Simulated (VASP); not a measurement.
# SnO2 in VASP: a series of runs, part 3 of 3

VASP 6.6.1. Earlier steps stand in the parts before.

## 5. Single point, r2SCAN

This run uses another cell than the first one, of 11.92 Å³/atom.

The input, POSCAR:

```
SnO2
1.0
   -3.1921730220      3.3464908319      3.3464906523
    3.1921730220     -3.3464908319      3.3464906523
    3.1921730220      3.3464908319     -3.3464906523
Sn O
4 8
Direct
    0.9999950706      0.2499950706      0.7500000000
    0.0000049294      0.7500049294      0.2500000000
    0.5000000000      0.5000000000      0.5000000000
    0.5000000000      0.0000000000      0.0000000000
    0.1943337401      0.1943374375      0.5000036974
    0.6943390313      0.7500052896      0.9443337417
    0.1943337401      0.6943300427      0.9999963026
    0.3056715478      0.7500052896      0.5556662583
    0.6943284522      0.2499947104      0.4443337417
    0.3056609687      0.2499947104      0.0556662583
    0.8056662599      0.3056699573      0.0000036974
    0.8056662599      0.8056625625      0.4999963026
```

The input, INCAR.step1:

```
  ALGO = Normal
  EDIFF = 1E-4
  ENCUT = 520
  GGA = PE
  ISMEAR = 0
  LASPH = T
  LCHARG = F
  LREAL = F
  LWAVE = T
  NBANDS = 64
  NELM = 80
  PREC = Accurate
  SIGMA = 0.02
```

The input, INCAR.step2:

```
  ALGO = Normal
  EDIFF = 1E-7
  ENCUT = 520
  ISIF = 2
  ISMEAR = 0
  ISTART = 1
  LASPH = T
  LCHARG = T
  LELF = T
  LMIXTAU = T
  LREAL = F
  LVHAR = T
  LWAVE = F
  METAGGA = R2SCAN
  NBANDS = 64
  NELM = 80
  PREC = Accurate
  SIGMA = 0.02
```

The input, KPOINTS:

```
k-points
0
Gamma
  6 6 6
```

Potentials or basis: VASP PAW PBE potentials, release 64 (Sn_d, O).

Command:

```console
> cat potpaw_PBE.64/Sn_d/POTCAR potpaw_PBE.64/O/POTCAR > POTCAR
> cp INCAR.step1 INCAR
> mpirun -np 1 vasp_std > vasp.out
> cp INCAR.step2 INCAR
> mpirun -np 1 vasp_std > vasp.out
```

OUTCAR:

```text
EDIFF = 1E-7
   ENCUT = 520
   ISIF = 2
   ISMEAR = 0
   ISTART = 1
   LASPH = T
   LREAL = F
   METAGGA = R2SCAN
   NELM = 80
   PREC = Accurate

 ion  position               nearest neighbor table
   1  1.000  0.250  0.750-   9 2.05  10 2.05  11 2.06  12 2.06   5 2.06   7 2.06   2 3.19   2 3.19
                             4 3.71   3 3.71   4 3.71   3 3.71   4 3.71   3 3.71   3 3.71   4 3.71
   2  0.000  0.750  0.250-   8 2.05   6 2.05   7 2.06   5 2.06  12 2.06  11 2.06   1 3.19   1 3.19
                             4 3.71   3 3.71   4 3.71   3 3.71   4 3.71   3 3.71   3 3.71   4 3.71
   3  0.500  0.500  0.500-   5 2.05  12 2.05  10 2.06   6 2.06   8 2.06   9 2.06   4 3.19   4 3.19
                             2 3.71   1 3.71   2 3.71   1 3.71   2 3.71   1 3.71   1 3.71   2 3.71
   4  0.500  0.000  0.000-   7 2.05  11 2.05   9 2.06   8 2.06  10 2.06   6 2.06   3 3.19   3 3.19
                             1 3.71   2 3.71   2 3.71   2 3.71   1 3.71   1 3.71   2 3.71   1 3.71
   5  0.194  0.194  0.500-   3 2.05   2 2.06   1 2.06
   6  0.694  0.750  0.944-   2 2.05   3 2.06   4 2.06
   7  0.194  0.694  1.000-   4 2.05   2 2.06   1 2.06
[... 1828 lines left out ...]

------------------------ aborting loop because EDIFF is reached ----------------------------------------

  FORCE on cell =-STRESS in cart. coord.  units (eV):
  Direction    XX          YY          ZZ          XY          YZ          ZX
  --------------------------------------------------------------------------------------
  -------------------------------------------------------------------------------------
  Total        4.0549758      3.5413864      3.5414729      0.0000000      0.0000000      0.0000000
  in kB       45.4331846     39.6787720     39.6797421      0.0000000      0.0000000      0.0000000
  external PRESSURE =      41.5972329 kB  Pullay stress =       0.0000000 kB

 VOLUME and BASIS-vectors are now :
 -----------------------------------------------------------------------------
  energy-cutoff  :      520.00
  volume of cell :      143.00
      direct lattice vectors                 reciprocal lattice vectors
    -3.192173022  3.346490832  3.346490652     0.000000000  0.149410240  0.149410249
     3.192173022 -3.346490832  3.346490652     0.156633114  0.000000000  0.149410249
     3.192173022  3.346490832 -3.346490652     0.156633114  0.149410240  0.000000000

 POSITION                                       TOTAL-FORCE (eV/Angst)
 -----------------------------------------------------------------------------------
      0.00000      5.01974      1.67321         0.000000      0.000000      0.000096
      3.19217     -1.67325      1.67328         0.000000      0.000000     -0.000096
      1.59609      1.67325      1.67325         0.000000      0.000000      0.000000
     -1.59609      1.67325      1.67325         0.000000      0.000000      0.000000
      1.59611      1.67325     -0.37257        -0.000026      0.000000      0.026085
      3.19217      2.97392      1.67328         0.000000      0.026094     -0.000040
      4.78824      1.67325     -0.37257         0.000026      0.000000      0.026085
      3.19217      0.37257      1.67328         0.000000     -0.026094     -0.000040
     -0.00000      2.97392      1.67321        -0.000000      0.026094      0.000040
      0.00000      0.37257      1.67321        -0.000000     -0.026094      0.000040
     -1.59606      1.67325      3.71906        -0.000026      0.000000     -0.026085
      1.59606      1.67325      3.71906         0.000026      0.000000     -0.026085
 -----------------------------------------------------------------------------------
    total drift:                                0.000000     -0.000000      0.000000

  FREE ENERGIE OF THE ION-ELECTRON SYSTEM (eV)
  ---------------------------------------------------
  free  energy   TOTEN  =      -169.2241140623 eV

  energy  without entropy=     -169.2241140623  energy(sigma->0) =     -169.22411406
```

OUTCAR.step1:

```text
EDIFF = 1E-4
   ENCUT = 520
   GGA = PE
   ISMEAR = 0
[... 1875 lines left out ...]
     -0.00000      2.97392      1.67321        -0.000000      0.046131      0.000021
      0.00000      0.37257      1.67321        -0.000000     -0.046131      0.000021
     -1.59606      1.67325      3.71906        -0.000032     -0.000000     -0.046129
      1.59606      1.67325      3.71906         0.000032     -0.000000     -0.046129
 -----------------------------------------------------------------------------------
    total drift:                                0.000000     -0.000000      0.000000

  FREE ENERGIE OF THE ION-ELECTRON SYSTEM (eV)
  ---------------------------------------------------
  free  energy   TOTEN  =       -74.3319426360 eV

  energy  without entropy=      -74.3319426360  energy(sigma->0) =      -74.33194264
```

OSZICAR.step1:

```text
N       E                     dE             d eps       ncg     rms          rms(c)
DAV:   1     0.162371958302E+04    0.16237E+04   -0.48531E+04  6832   0.260E+03
DAV:   2     0.266764805568E+03   -0.13570E+04   -0.12843E+04  6136   0.801E+02
DAV:   3    -0.585614169011E+02   -0.32533E+03   -0.31672E+03  6408   0.283E+02
DAV:   4    -0.860215583496E+02   -0.27460E+02   -0.27163E+02  7320   0.909E+01
DAV:   5    -0.868096308732E+02   -0.78807E+00   -0.78549E+00  6944   0.161E+01    0.227E+01
DAV:   6    -0.740628739238E+02    0.12747E+02   -0.42814E+01  9424   0.692E+01    0.826E+00
DAV:   7    -0.743880615086E+02   -0.32519E+00   -0.50097E+00  6608   0.918E+00    0.474E+00
DAV:   8    -0.743651633331E+02    0.22898E-01   -0.62306E-01  8312   0.615E+00    0.118E+00
DAV:   9    -0.743303559746E+02    0.34807E-01   -0.19532E-01  8792   0.470E+00    0.231E-01
DAV:  10    -0.743316294334E+02   -0.12735E-02   -0.14182E-02  8016   0.823E-01    0.836E-02
DAV:  11    -0.743319356796E+02   -0.30625E-03   -0.10078E-03  7464   0.222E-01    0.210E-02
DAV:  12    -0.743319426360E+02   -0.69564E-05   -0.50454E-05  3944   0.572E-02
   1 F= -.74331943E+02 E0= -.74331943E+02  d E =-.310405E-11
```

Run time: 30 min. Hardware: 1 thread of Oxide Virtual Turin-like, shared host; peak memory 0.45 GiB.

Results:

- Free energy: -169.2241 eV
- Pressure: 4.2 GPa
- Largest force: 0.026 eV/Å
- Band gap on the k mesh: 1.95 eV

Forces on the atoms (eV/Å):
```
Sn   0.000  0.000  0.000
Sn   0.000  0.000  0.000
Sn   0.000  0.000  0.000
Sn   0.000  0.000  0.000
O    0.000  0.000  0.026
O    0.000  0.026  0.000
O    0.000  0.000  0.026
O    0.000 -0.026  0.000
O    0.000  0.026  0.000
O    0.000 -0.026  0.000
O    0.000  0.000 -0.026
O    0.000  0.000 -0.026
```

Levels at points of the mesh, in eV from the valence-band top:
```csv
k point,band 50,band 51,band 52,band 53,band 54,band 55
"(0.00, 0.00, 0.00)",-0.79,-0.79,0.00,1.95,5.67,5.67
"(0.50, 0.00, 0.00)",-0.67,-0.63,-0.63,5.16,5.16,7.33
"(0.00, 0.50, 0.00)",-0.87,-0.52,-0.52,5.33,5.33,7.05
"(0.50, 0.50, 0.00)",-0.87,-0.52,-0.52,5.33,5.33,7.05
"(0.50, 0.50, 0.50)",-1.29,-0.93,-0.93,5.61,5.61,7.04
```

Caveat: the cell stands under pressure; the PAW data sets were made with another functional, which shifts forces and pressure a little; spin-orbit coupling is left out, which moves the levels of the heavy elements.

## 6. Single point, r2SCAN

This run uses another cell than the first one, of 12.08 Å³/atom.

The input, POSCAR:

```
SnO2
1.0
   -3.2005645535      3.3655205710      3.3655272524
    3.2005645535     -3.3655205710      3.3655272524
    3.2005645535      3.3655205710     -3.3655272524
Sn O
4 8
Direct
    0.9999687264      0.2499687264      0.7500000000
    0.0000312736      0.7500312736      0.2500000000
    0.5000000000      0.5000000000      0.5000000000
    0.5000000000      0.0000000000      0.0000000000
    0.1941001921      0.1941267559      0.5000265639
    0.6941449339      0.7500445380      0.9441003959
    0.1941001921      0.6940736282      0.9999734361
    0.3059441422      0.7500445380      0.5558996041
    0.6940558578      0.2499554620      0.4441003959
    0.3058550661      0.2499554620      0.0558996041
    0.8058998079      0.3059263718      0.0000265639
    0.8058998079      0.8058732441      0.4999734361
```

The input, INCAR.step1:

```
SYSTEM = SnO2
ALGO = Normal
EDIFF = 1E-4
ENCUT = 520
GGA = PE
ISMEAR = 0
LASPH = .TRUE.
LCHARG = .FALSE.
LREAL = .FALSE.
LWAVE = .TRUE.
NBANDS = 64
NELM = 60
PREC = Accurate
SIGMA = 0.05
```

The input, INCAR.step2:

```
SYSTEM = SnO2
ALGO = Normal
EDIFF = 1E-6
ENCUT = 520
ISIF = 2
ISMEAR = 0
ISTART = 1
LASPH = .TRUE.
LCHARG = .FALSE.
LMIXTAU = .TRUE.
LREAL = .FALSE.
LWAVE = .FALSE.
METAGGA = R2SCAN
NBANDS = 64
NELM = 60
PREC = Accurate
SIGMA = 0.05
```

The input, KPOINTS:

```
k-points
0
G
  6 6 6
  0 0 0
```

Potentials or basis: VASP PAW PBE potentials, release 64 (Sn_d, O).

Command:

```console
> cat potpaw_PBE.64/Sn_d/POTCAR potpaw_PBE.64/O/POTCAR > POTCAR
> cp INCAR.step1 INCAR
> mpirun -np 1 vasp_std > vasp.out
> cp INCAR.step2 INCAR
> mpirun -np 1 vasp_std > vasp.out
```

Run time: 46 min. Hardware: 1 thread of Oxide Virtual Turin-like, shared host; peak memory 0.53 GiB.

It converged, with:

* Free energy: -169.2597 eV
* Pressure: 1.1 GPa
* Largest force: 0.028 eV/Å
* Band gap on the k mesh: 1.80 eV

Forces in eV/Å, atoms in the order of the input:
```
Sn   0.000  0.000  0.000
Sn   0.000  0.000  0.000
Sn   0.000  0.000  0.000
Sn   0.000  0.000  0.000
O    0.000  0.000  0.028
O    0.000  0.028 -0.001
O    0.000  0.000  0.028
O    0.000 -0.028 -0.001
O    0.000  0.028  0.001
O    0.000 -0.028  0.001
O    0.000  0.000 -0.028
O    0.000  0.000 -0.028
```

Stress tensor (GPa, compression positive):
```
1.49 0.00 0.00
0.00 0.96 0.00
0.00 0.00 0.96
```

Levels at points of the mesh, in eV from the valence-band top:
| k point | band 48 | band 49 | band 50 | band 51 | band 52 | band 53 | band 54 | band 55 | band 56 | band 57 |
| --- | --- | --- | --- | --- | --- | --- | --- | --- | --- | --- |
| (0.00, 0.00, 0.00) | -0.85 | -0.85 | -0.78 | -0.78 | 0.00 | 1.80 | 5.53 | 5.53 | 6.82 | 7.05 |
| (0.50, 0.00, 0.00) | -1.11 | -0.69 | -0.69 | -0.62 | -0.62 | 5.01 | 5.01 | 7.15 | 7.15 | 7.81 |
| (0.00, 0.50, 0.00) | -1.03 | -0.86 | -0.86 | -0.51 | -0.51 | 5.18 | 5.18 | 6.88 | 6.88 | 9.49 |
| (0.50, 0.50, 0.00) | -1.03 | -0.86 | -0.86 | -0.51 | -0.51 | 5.18 | 5.18 | 6.88 | 6.88 | 9.50 |
| (0.50, 0.50, 0.50) | -1.30 | -1.27 | -1.27 | -0.92 | -0.92 | 5.45 | 5.45 | 6.87 | 6.87 | 8.22 |

Caveat: the PAW data sets were made with another functional, which shifts forces and pressure a little; spin-orbit coupling is left out, which moves the levels of the heavy elements.

## 7. The runs side by side

```tsv
cell	cutoff (eV)	smearing	gap on the mesh (eV)	pressure (GPa)	largest force (eV/Å)
a = 5.615 Å, angles 111.4, 108.5, 108.5°, 12 atoms	520	gaussian 0.02 eV	2.53	16.5	0.02
a = 5.736 Å, angles 112.2, 108.1, 108.1°, 12 atoms	660	gaussian 0.02 eV	1.80	0.9	0.03
a = 5.709 Å, angles 112.0, 108.2, 108.2°, 12 atoms	520	gaussian 0.02 eV	1.95	4.2	0.03
a = 5.736 Å, angles 112.2, 108.1, 108.1°, 12 atoms	520	gaussian 0.05 eV	1.80	1.1	0.03
```

Alike in all rows: task single point; level r2SCAN; potentials or basis VASP PAW PBE potentials, release 64 (Sn_d, O); no spin polarisation; k mesh 6 × 6 × 6.

Caveats: the PAW data sets were made with another functional, which shifts forces and pressure a little; spin-orbit coupling is left out, which moves the levels of the heavy elements; the cell stands under pressure (at least some runs).

Absolute energies hang on the potentials; compare differences alone.
